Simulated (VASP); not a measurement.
# NiO in VASP: further runs

The runs below take NiO through relaxation of cell and atoms, single point, with PBE.

Everything below comes from runs of VASP 6.6.1. Logs are shortened: lines on timing, memory, paths and dates and some standing lists are left out, and cuts for length are marked.

**Measured values to compare with.**

“Local correlations, non-local screening, multiplets, and band formation in NiO”, 2012, arxiv:1210.6675 quotes, for a bulk crystal of NiO: band gap 4.3 eV.

How close the calculation comes is told below.

## 1. The cell of the first run

The structure is cubic, space group Fm-3m (No. 225). Conventional cell: a = 4.217 Å, b = 4.217 Å, c = 4.217 Å, α = 90.00°, β = 90.00°, γ = 90.00°. Within 2.8 Å of Ni (site symmetry m-3m) lie 6 O at 2.11 Å. O (site symmetry m-3m) has 6 Ni at 2.11 Å within 2.8 Å.

## 2. Relaxation of cell and atoms, PBE, collinear spin, antiferromagnetic start

File INCAR:

```
SYSTEM = NiO
PREC     = Accurate       ! precision mode
ENCUT    = 600            ! plane-wave cutoff, eV
EDIFF    = 1E-6           ! SCF threshold, eV
ISMEAR   = 0              ! smearing method
SIGMA    = 0.05           ! smearing width, eV
LREAL    = .False.        ! projectors in reciprocal space
LASPH    = .True.         ! aspherical terms in the spheres
NELM     = 150            ! most SCF steps
ALGO     = Normal         ! electronic algorithm
ISIF     = 3              ! what is computed and relaxed
LWAVE    = .False.        ! write WAVECAR
LCHARG   = .False.        ! write CHGCAR
ISPIN    = 2              ! spin polarisation
MAGMOM   = 1.52 -1.52 0 0 ! initial moments
LORBIT   = 11             ! projections on sites
LMAXMIX  = 4              ! l up to which the mixer works
GGA      = PE             ! functional
IBRION   = 2              ! ionic algorithm
NSW      = 50             ! ionic steps
EDIFFG   = -0.01          ! ionic threshold
```

File KPOINTS:

```
Automatic mesh
0
Gamma
  10 10 10
  0 0 0
```

File POSCAR:

```
NiO
1.0
   -2.1084194085     -2.1084194085      4.2168388170
   -4.2168388170     -2.1084194085      2.1084194085
   -2.1084194085     -4.2168388170      2.1084194085
Ni O
2 2
Direct
    0.0000000000      0.0000000000      0.0000000000
    0.5000000000      0.5000000000      0.5000000000
    1.2500000000     -0.7500000000     -0.7500000000
    1.7500000000     -0.2500000000     -0.2500000000
```

Potentials or basis: VASP PAW PBE potentials, release 64 (Ni, O).

Command:

```console
$ cat potpaw_PBE.64/Ni/POTCAR potpaw_PBE.64/O/POTCAR > POTCAR
$ mpirun -np 1 vasp_std > vasp.out
```

OUTCAR:

```text
SYSTEM = NiO
   PREC = Accurate
   ENCUT = 600
   EDIFF = 1E-6
   ISMEAR = 0
   LREAL = .False.
   LASPH = .True.
   NELM = 150
   ISIF = 3
   ISPIN = 2
   LORBIT = 11
   GGA = PE
   IBRION = 2
   NSW = 50
   EDIFFG = -0.01

 ion  position               nearest neighbor table
   1  0.000  0.000  0.000-   4 2.11   4 2.11   4 2.11   3 2.11   3 2.11   3 2.11   2 2.98   2 2.98
                             2 2.98   2 2.98   2 2.98   2 2.98
   2  0.500  0.500  0.500-   3 2.11   3 2.11   3 2.11   4 2.11   4 2.11   4 2.11   1 2.98   1 2.98
                             1 2.98   1 2.98   1 2.98   1 2.98
   3  0.250  0.250  0.250-   1 2.11   1 2.11   1 2.11   2 2.11   2 2.11   2 2.11
   4  0.750  0.750  0.750-   2 2.11   2 2.11   2 2.11   1 2.11   1 2.11   1 2.11

  LATTYP: Found a trigonal (rhomboedric) cell.
 ALAT       =     5.1645517146
 COS(alpha) =     0.8333333333

  Lattice vectors:

 A1 = (  -2.1084194085,  -2.1084194085,   4.2168388170)
 A2 = (  -4.2168388170,  -2.1084194085,   2.1084194085)
 A3 = (  -2.1084194085,  -4.2168388170,   2.1084194085)

Analysis of symmetry for initial positions (statically):
=====================================================================
 Subroutine PRICEL returns following result:

  LATTYP: Found a face centered cubic cell.
 ALAT       =     4.2168388170
[... 12 lines left out ...]
 Subroutine GETGRP returns: Found 12 space group operations
 (whereof 12 operations were pure point group operations)
 out of a pool of 12 trial point group operations.

The static configuration has the point symmetry D_3d.

Analysis of symmetry for dynamics (positions and initial velocities):
=====================================================================
 Subroutine PRICEL returns following result:

  LATTYP: Found a face centered cubic cell.
 ALAT       =     4.2168388170
[... 12 lines left out ...]
 Subroutine GETGRP returns: Found 12 space group operations
 (whereof 12 operations were pure point group operations)
 out of a pool of 12 trial point group operations.

The dynamic configuration has the point symmetry D_3d.

Analysis of structural, dynamic, and magnetic symmetry:
=====================================================================
 Subroutine PRICEL returns following result:

  LATTYP: Found a face centered cubic cell.
 ALAT       =     4.2168388170
[... 12 lines left out ...]
 Subroutine GETGRP returns: Found 12 space group operations
 (whereof 12 operations were pure point group operations)
 out of a pool of 12 trial point group operations.

The overall configuration has the point symmetry D_3d.

 Subroutine INISYM returns: Found 12 space group operations
 (whereof 12 operations are pure point group operations),
 and found     2 'primitive' translations

----------------------------------------------------------------------------------------

                                     Primitive cell

  volume of cell :      18.7457

[... 112 lines left out ...]
   LORBIT       =     11    0 simple, 1 ext, 2 COOP (PROOUT), +10 PAW based schemes
   GGA     = PE    functional components
   LHFCALC =     F    Hartree Fock is set to
   AEXX    =    0.0000 exact exchange contribution
   IVDW    =     0    specifies the selected vdW correction
   LEPSILON=     F    determine dielectric tensor
   LRPA    =     F    only Hartree local field effects (RPA)
 conjugate gradient relaxation of ions
 spin polarized calculation
 Gauss-broadening in eV      SIGMA  =   0.05
  energy-cutoff  :      600.00
  volume of cell :       37.49
 maximum number of plane-waves:      1268
 NGX is ok and might be reduce to    42
   NGX = 21   NGY = 21   NGZ = 21

--------------------------------------- Ionic step        1  -------------------------------------------

 number of electron      31.9999995 magnetization      -0.0000000

 number of electron      31.9999995 magnetization       0.0000000

 Free energy of the ion-electron system (eV)
  ---------------------------------------------------
  ext. energy  EPLUGINS =         0.00000000
  ---------------------------------------------------
  free energy    TOTEN  =       -23.48421511 eV

  energy without entropy =      -23.48421511  energy(sigma->0) =      -23.48421511

------------------------ aborting loop because EDIFF is reached ----------------------------------------

  FORCE on cell =-STRESS in cart. coord.  units (eV):
  Direction    XX          YY          ZZ          XY          YZ          ZX
  --------------------------------------------------------------------------------------
  -------------------------------------------------------------------------------------
  Total       -0.8610386     -0.8610386     -0.8610386     -0.0527778      0.0527778      0.0527778
  in kB      -36.7961333    -36.7961333    -36.7961333     -2.2554389      2.2554389      2.2554389
  external PRESSURE =     -36.7961333 kB  Pullay stress =       0.0000000 kB
[... 147 lines left out ...]
 number of electron      32.0000002 magnetization      -0.0000000

 number of electron      32.0000002 magnetization       0.0000000

 Free energy of the ion-electron system (eV)
  ---------------------------------------------------
  ext. energy  EPLUGINS =         0.00000000
  ---------------------------------------------------
  free energy    TOTEN  =       -23.49278154 eV

  energy without entropy =      -23.49278154  energy(sigma->0) =      -23.49278154

 E-fermi :   7.4900     XC(G=0): -12.6270

 val. band max:        7.2278876275   @ k =   0.3000   0.3000   0.1000
 cond. band min:       8.1557479094   @ k =   0.5000   0.3000   0.3000
 fundamental gap:      0.9278602820
 Fermi energy:         7.4899508922

 spin component 1

 k-point     1 :       0.0000    0.0000    0.0000
  band No.  band energies     occupation
      1     -12.3583      1.00000
      2     -10.9839      1.00000
      3      -0.2024      1.00000
      4       2.3410      1.00000
      5       2.3411      1.00000
      6       4.9795      1.00000
[... 541 lines left out ...]
     19      13.4832      0.00000
     20      15.1043      0.00000

 [... further k-points ...]

 spin component 2

 k-point     1 :       0.0000    0.0000    0.0000
  band No.  band energies     occupation
      1     -12.3583      1.00000
      2     -10.9839      1.00000
      3      -0.2024      1.00000
      4       2.3410      1.00000
      5       2.3411      1.00000
      6       4.9795      1.00000
[... 574 lines left out ...]
  FREE ENERGIE OF THE ION-ELECTRON SYSTEM (eV)
  ---------------------------------------------------
  free  energy   TOTEN  =       -23.4927815354 eV

  energy  without entropy=      -23.4927815354  energy(sigma->0) =      -23.49278154

 reached required accuracy - stopping structural energy minimisation

 total charge

# of ion       s       p       d       tot
------------------------------------------
    1        0.327   0.395   8.259   8.980
    2        0.327   0.395   8.259   8.980
    3        1.558   3.408   0.000   4.966
    4        1.558   3.408   0.000   4.966
--------------------------------------------------
tot          3.770   7.605  16.517  27.893

 magnetization (x)

# of ion       s       p       d       tot
------------------------------------------
    1       -0.009  -0.013   1.371   1.349
    2        0.009   0.013  -1.371  -1.349
    3        0.000   0.000   0.000   0.000
    4        0.000   0.000   0.000   0.000
--------------------------------------------------
tot          0.000   0.000   0.000   0.000
```

OSZICAR:

```text
N       E                     dE             d eps       ncg     rms          rms(c)
DAV:   1     0.274513450747E+03    0.27451E+03   -0.17357E+04  9384   0.233E+03
DAV:   2     0.636859972637E+01   -0.26814E+03   -0.25132E+03  9580   0.430E+02
[... 44 lines left out ...]
DAV:   1    -0.234929750590E+02   -0.31684E-03   -0.12533E-02  9664   0.101E+00    0.125E-01
DAV:   2    -0.234928359738E+02    0.13909E-03   -0.19752E-04 12288   0.287E-01    0.719E-02
DAV:   3    -0.234927783224E+02    0.57651E-04   -0.51242E-05 13576   0.198E-01    0.306E-02
DAV:   4    -0.234927832067E+02   -0.48843E-05   -0.11804E-05 12456   0.691E-02    0.106E-02
DAV:   5    -0.234927816825E+02    0.15242E-05   -0.43733E-07  5408   0.272E-02    0.494E-03
DAV:   6    -0.234927815354E+02    0.14710E-06   -0.43215E-07  4904   0.117E-02
   5 F= -.23492782E+02 E0= -.23492782E+02  d E =-.123949E-03  mag=     0.0000
```

It took 30 min on 1 thread of Oxide Virtual Turin-like, shared host; peak memory 0.4 GiB.

Results:

* Free energy: -23.4928 eV
* Relaxed volume: 9.19 Å³/atom
* Relaxed cell: a = 5.122 Å, b = 5.122 Å, c = 5.122 Å, α = 33.64°, β = 33.64°, γ = 33.64°
* Space group after relaxing (to 0.1 Å): Fm-3m (No. 225)
* Energy gained by relaxing: 2.1 meV/atom
* Ionic steps: 5
* Pressure after relaxing: 0.1 GPa
* Band gap on the k mesh: 0.93 eV
* Net moment: 0.00 μB per cell
* Site moments: Ni +1.35, -1.35; O +0.00 μB
* Valence electrons inside the program's atomic spheres: Ni 8.98; O 4.97

The path:
| step | energy change (eV) | largest force (eV/Å) | pressure (GPa) | volume (Å³) |
| --- | --- | --- | --- | --- |
| 1 | 0.0000 | 0.0000 | -3.68 | 37.49 |
| 2 | -0.0054 | 0.0000 | 2.55 | 36.34 |
| 3 | -0.0084 | 0.0000 | -0.05 | 36.76 |
| 4 | -0.0084 | 0.0000 | 0.15 | 36.75 |
| 5 | -0.0086 | 0.0000 | 0.11 | 36.75 |

Final structure:
```
Ni O
1.0
    -2.08847   -2.08847    4.18488
    -4.18488   -2.08847    2.08847
    -2.08847   -4.18488    2.08847
Ni O
2 2
Direct
  0.00000 0.00000 0.00000
  0.50000 0.50000 0.50000
  0.25000 0.25000 0.25000
  0.75000 0.75000 0.75000
```

## 3. Single point, PBE, collinear spin, antiferromagnetic start

This run uses another cell than the first one, of 9.21 Å³/atom.

File INCAR:

```
  PREC = Accurate
  ENCUT = 520
  EDIFF = 1E-7
  ISMEAR = 0
  SIGMA = 0.05
  LREAL = False
  LASPH = True
  NELM = 150
  ALGO = Normal
  ISIF = 2
  LWAVE = False
  LCHARG = True
  ISPIN = 2
  MAGMOM = 1.51 -1.51 0 0
  LORBIT = 11
  LMAXMIX = 4
  GGA = PE
  LELF = True
  LVHAR = True
  NBANDS = 28
```

File KPOINTS:

```
regular mesh
0
Gamma
  10 10 10
```

File POSCAR:

```
NiO
1.0
   -2.0823278960     -2.0823278960      4.1830567625
   -4.1830567625     -2.0823278960      2.0823278960
   -2.0823278960     -4.1830567625      2.0823278960
Ni O
2 2
Direct
    0.0000000000      0.0000000000      0.0000000000
    0.5000000000      0.5000000000      0.5000000000
    1.2500000861     -0.7499999139     -0.7499999139
    1.7499999139     -0.2500000861     -0.2500000861
```

Potentials or basis: VASP PAW PBE potentials, release 64 (Ni, O).

Command:

```console
$ cat potpaw_PBE.64/Ni/POTCAR potpaw_PBE.64/O/POTCAR > POTCAR
$ mpirun -np 1 vasp_std > vasp.out
```

It took 11 min on 1 thread of Oxide Virtual Turin-like, shared host; peak memory 0.37 GiB.

The run converged. Its results:

- Free energy: -23.4874 eV
- Pressure: -0.1 GPa
- Band gap on the k mesh: 0.93 eV
- Net moment: 0.00 μB per cell
- Site moments: Ni +1.35, -1.35; O +0.00 μB
- Valence electrons inside the program's atomic spheres: Ni 8.98; O 4.97

Levels at points of the mesh, in eV from the valence-band top:
Spin up:
```csv
k point,band 12,band 13,band 14,band 15,band 16,band 17,band 18,band 19,band 20,band 21
"(0.00, 0.00, 0.00)",-1.50,-1.50,-0.58,-0.58,-0.30,2.05,2.05,2.17,6.15,10.70
"(0.50, 0.00, 0.00)",-0.92,-0.50,-0.31,-0.28,-0.12,1.51,1.53,8.04,8.19,10.40
"(0.50, 0.50, 0.00)",-0.91,-0.80,-0.40,-0.25,-0.13,2.10,2.16,6.21,6.83,10.60
"(0.50, 0.50, 0.50)",-0.78,-0.78,-0.63,-0.08,-0.08,1.53,1.53,4.83,4.96,12.80
```
Spin down:
| k point | band 12 | band 13 | band 14 | band 15 | band 16 | band 17 | band 18 | band 19 | band 20 | band 21 |
| --- | --- | --- | --- | --- | --- | --- | --- | --- | --- | --- |
| (0.00, 0.00, 0.00) | -1.50 | -1.50 | -0.58 | -0.58 | -0.30 | 2.05 | 2.05 | 2.17 | 6.15 | 10.70 |
| (0.50, 0.00, 0.00) | -0.92 | -0.50 | -0.31 | -0.28 | -0.12 | 1.51 | 1.53 | 8.04 | 8.19 | 10.40 |
| (0.50, 0.50, 0.00) | -0.91 | -0.80 | -0.40 | -0.25 | -0.14 | 2.10 | 2.16 | 6.21 | 6.83 | 10.60 |
| (0.50, 0.50, 0.50) | -0.78 | -0.78 | -0.63 | -0.08 | -0.08 | 1.53 | 1.53 | 4.83 | 4.96 | 12.80 |

A k mesh can miss the band edges.

## 4. Single point, PBE, collinear spin, ferromagnetic start

File INCAR:

```
SYSTEM = NiO
PREC     = Accurate       ! precision mode
ENCUT    = 520            ! plane-wave cutoff, eV
EDIFF    = 1E-6           ! SCF threshold, eV
ISMEAR   = 0              ! smearing method
SIGMA    = 0.05           ! smearing width, eV
LREAL    = .FALSE.        ! projectors in reciprocal space
LASPH    = .TRUE.         ! aspherical terms in the spheres
NELM     = 150            ! most SCF steps
ALGO     = Fast           ! electronic algorithm
ISIF     = 2              ! what is computed and relaxed
LWAVE    = .FALSE.        ! write WAVECAR
LCHARG   = .TRUE.         ! write CHGCAR
ISPIN    = 2              ! spin polarisation
MAGMOM   = 2 2 0 0        ! initial moments
LORBIT   = 11             ! projections on sites
LMAXMIX  = 4              ! l up to which the mixer works
GGA      = PE             ! functional
LELF     = .TRUE.         ! ELF
LVHAR    = .TRUE.       
NBANDS   = 28             ! bands
```

File KPOINTS:

```
regular mesh
0
G
  10 10 10
  0 0 0
```

File POSCAR:

```
NiO
1.0
   -2.1084194085     -2.1084194085      4.2168388170
   -4.2168388170     -2.1084194085      2.1084194085
   -2.1084194085     -4.2168388170      2.1084194085
Ni O
2 2
Direct
    0.0000000000      0.0000000000      0.0000000000
    0.5000000000      0.5000000000      0.5000000000
    1.2500000000     -0.7500000000     -0.7500000000
    1.7500000000     -0.2500000000     -0.2500000000
```

Command:

```console
$ cat potpaw_PBE.64/Ni/POTCAR potpaw_PBE.64/O/POTCAR > POTCAR
$ mpirun -np 1 vasp_std > vasp.out
```

Run time: 18 min. Hardware: 1 thread of Oxide Virtual Turin-like, shared host; peak memory 0.37 GiB.

The run converged. Its results:

```yaml
Free_energy: -22.9585 eV
Pressure: -0.4 GPa
Net_moment: 3.58 μB per cell
Site_moments: Ni +1.47; O +0.28 μB
Valence_electrons_inside_the_program's_atomic_spheres: Ni 8.93; O 4.97
```

Levels at points of the mesh, in eV from the Fermi level:
Spin up:
```
           k point  band 16  band 17  band 18  band 19  band 20  band 21
(0.00, 0.00, 0.00)    -1.43     0.23     0.23     1.40     5.55     9.71
(0.50, 0.00, 0.00)    -1.17    -0.99    -0.99     7.29     7.29     9.59
(0.50, 0.50, 0.00)    -1.43     0.23     0.23     5.55     5.96     9.71
(0.50, 0.50, 0.50)    -0.77    -0.77    -0.77     4.12     4.12    12.03
```
Spin down:
```tsv
k point	band 10	band 11	band 12	band 13	band 14	band 15	band 16	band 17	band 18	band 19
(0.00, 0.00, 0.00)	-1.77	-1.77	-0.92	-0.92	-0.56	-0.53	-0.52	1.75	2.19	2.19
(0.50, 0.00, 0.00)	-1.54	-0.82	-0.82	-0.65	-0.65	1.01	1.01	1.04	1.04	7.73
(0.50, 0.50, 0.00)	-0.92	-0.92	-0.74	-0.74	-0.56	-0.12	0.36	2.19	2.19	5.73
(0.50, 0.50, 0.50)	-1.31	-1.30	-1.30	-1.13	-1.13	1.09	1.09	1.09	1.09	4.50
```

Caveat: semilocal functionals often make such compounds metallic where correlation or magnetic order opens a gap, which also shifts bond lengths.

## 5. Overview

| task | spin | cell | cutoff (eV) | gap on the mesh (eV) | pressure (GPa) | moment (μB) |
| --- | --- | --- | --- | --- | --- | --- |
| relaxation of cell and atoms | collinear, antiferromagnetic start | relaxed from a = 5.165 Å, angles 33.6°, 4 atoms | 600 | 0.93 | 0.1 | 0.00 |
| single point | collinear, antiferromagnetic start | a = 5.116 Å, angles 33.8°, 4 atoms | 520 | 0.93 | -0.1 | 0.00 |
| single point | collinear, ferromagnetic start | a = 5.165 Å, angles 33.6°, 4 atoms | 520 | none | -0.4 | 3.58 |

Alike in all rows: level PBE; potentials or basis VASP PAW PBE potentials, release 64 (Ni, O); k mesh 10 × 10 × 10; smearing gaussian 0.05 eV.

Caveats: semilocal functionals often make such compounds metallic where correlation or magnetic order opens a gap, which also shifts bond lengths (at least some runs).

Total energies depend on the potentials used, so only differences within one code and one set of settings carry meaning.

## 6. How close it comes

Step 4. Measured gap of NiO: 4.3 eV (quoted in “Local correlations, non-local screening, multiplets, and band formation in NiO”, 2012, arxiv:1210.6675). This calculation gives 0.00 eV (-4.30 eV). So large a miss can be the level of theory's own, or it may mean another phase, state or a wrong row. The value is that of PBE on a finite k mesh, which can miss the band edges, without temperature or zero-point motion. Semilocal functionals fall short of measured gaps as a rule. The run's magnetic order (collinear spin, ferromagnetic start) needn't be the measured crystal's.
